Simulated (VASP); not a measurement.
Input of a VASP 6.6.1 run:

Contents of INCAR:

```
ALGO = Normal ; EDIFF = 1E-6
ENCUT = 520 ; GGA = PS
ISIF = 2 ; ISMEAR = -1
LASPH = T ; LCHARG = T
LELF = T ; LREAL = F
LVHAR = T ; LWAVE = F
NBANDS = 35 ; NELM = 100
PREC = Accurate ; SIGMA = 0.05
```

The input KPOINTS:

```
k-points
0
Gamma
  8 8 1
```

The input POSCAR:

```
MoS2
1.0
    3.1845414560      0.0000000000      0.0000000000
   -1.5922707280      2.7578938003      0.0000000000
    0.0000000000      0.0000000000     21.2371240256
Mo S
2 4
Direct
    0.3333333333      0.6666666667      0.8511602300
    0.6666666667      0.3333333333      0.1488397700
    0.6666666667      0.3333333333      0.7796253900
    0.3333333333      0.6666666667      0.0772510000
    0.6666666667      0.3333333333      0.9227490000
    0.3333333333      0.6666666667      0.2203746100
```

Potentials or basis: VASP PAW PBE potentials, release 64 (Mo_sv, S).

The run is started by

```sh
$ cat potpaw_PBE.64/Mo_sv/POTCAR potpaw_PBE.64/S/POTCAR > POTCAR
$ mpirun -np 1 vasp_std > vasp.out
```

(1) Estimate the largest force.

(2) Estimate the band gap on the k mesh.

## Answers

(1) 0.489 eV/Å.

(2) 1.21 eV (least direct gap 1.93 eV).

Caveat: there is no dipole correction, which matters where the two faces differ; the PAW data sets were made with another functional, which shifts forces and pressure a little.
